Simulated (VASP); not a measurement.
# TePb: single point with PBE

Crystal: TePb.

```
Pb Te
1.0
     0.04393    3.27909    3.27909
     3.27909    0.04393    3.27909
     3.27909    3.27909    0.04393
Pb Te
1 1
Direct
  0.00000 0.00000 0.00000
  0.50000 0.50000 0.50000
```

This cell differs from its parent crystal: epitaxial 111 strain -1.0%.

| Property | Result |
| --- | --- |
| Program | VASP 6.6.1 |
| Task | single point |
| Functional | PBE |
| Potentials or basis | VASP PAW PBE potentials, release 64 (Pb_d, Te) |
| Cutoff | 520 eV |
| k mesh | 4 × 4 × 4 |
| Occupations | gaussian, width 0.01 eV |
| Spin | no spin polarisation |
| Dipole correction | no |
| Further INCAR settings | ALGO = Normal; EDIFF = 1e-06; NBANDS = 17 |

```
Pressure               : 1.0 GPa
Band gap on the k mesh : 0.66 eV, indirect (least direct gap 0.77 eV)
```

Stress tensor (GPa, compression positive):
```
 0.98 -0.21 -0.21
-0.21  0.98 -0.21
-0.21 -0.21  0.98
```

Levels at points of the mesh, in eV from the valence-band top:
| k point | band 8 | band 9 | band 10 | band 11 | band 12 | band 13 |
| --- | --- | --- | --- | --- | --- | --- |
| (0.00, 0.00, 0.00) | -1.45 | -1.28 | -1.28 | 3.95 | 3.95 | 4.01 |
| (0.50, 0.00, 0.00) | -0.94 | -0.88 | -0.11 | 0.66 | 1.19 | 1.26 |
| (0.50, 0.50, 0.00) | -4.39 | -2.80 | -2.68 | 3.31 | 5.28 | 5.32 |
| (0.50, 0.50, 0.50) | -0.83 | -0.83 | 0.00 | 0.80 | 1.34 | 1.34 |

It took 8.4 s on 1 thread of Intel(R) Xeon(R) 6975P-C (Granite Rapids) (shared host), peak memory 0.2 GiB.

Caveat: the cell differs from its parent crystal (epitaxial 111 strain -1.0%); spin-orbit coupling is left out, which moves the levels of the heavy elements. A k mesh can miss the band edges.
